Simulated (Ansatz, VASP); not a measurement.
# La4ZrO in VASP and in Ansatz

```
La Zr O
1.0
     0.00000    5.10959    5.10959
     5.10959    0.00000    5.10959
     5.10959    5.10959    0.00000
La Zr O
4 1 1
Direct
  0.37838 0.86487 0.37838
  0.37838 0.37838 0.37838
  0.86487 0.37838 0.37838
  0.37838 0.37838 0.86487
  0.00000 0.00000 0.00000
  0.25000 0.25000 0.25000
```

Alike in both runs: functional PBE; k mesh 8 × 8 × 8; occupations gaussian, width 0.1 eV; collinear spin.

Ansatz relaxed the structure, and its values are those at the end. VASP's run is a single point on that final structure, the one shown.

```csv
,VASP,Ansatz
version,VASP 6.6.1,Ansatz 0.2.0
potentials or method,"VASP PAW PBE potentials, release 64 (La, Zr_sv, O), cutoff 520 eV","scalar-relativistic, plane waves, PAW"
valence electrons in the cell,62,62
```

```tsv
	VASP	Ansatz	Ansatz less VASP
gap on the k mesh at the Fermi level (eV)	none	none	-
pressure (GPa)	0.0	0.0	+0.01
rms of the force components (eV/Å)	0.015	0.002	-0.0138
net moment per atom (μB)	0.15	0.15	-0.003
size of the moment on the site where the two differ most (μB)	1.31	2.06	+0.741
```

Site moments also hang on the region over which each program counts them. A gap of «none» marks a metal or a gap that the smearing closes.

Neither program's run includes spin-orbit coupling.
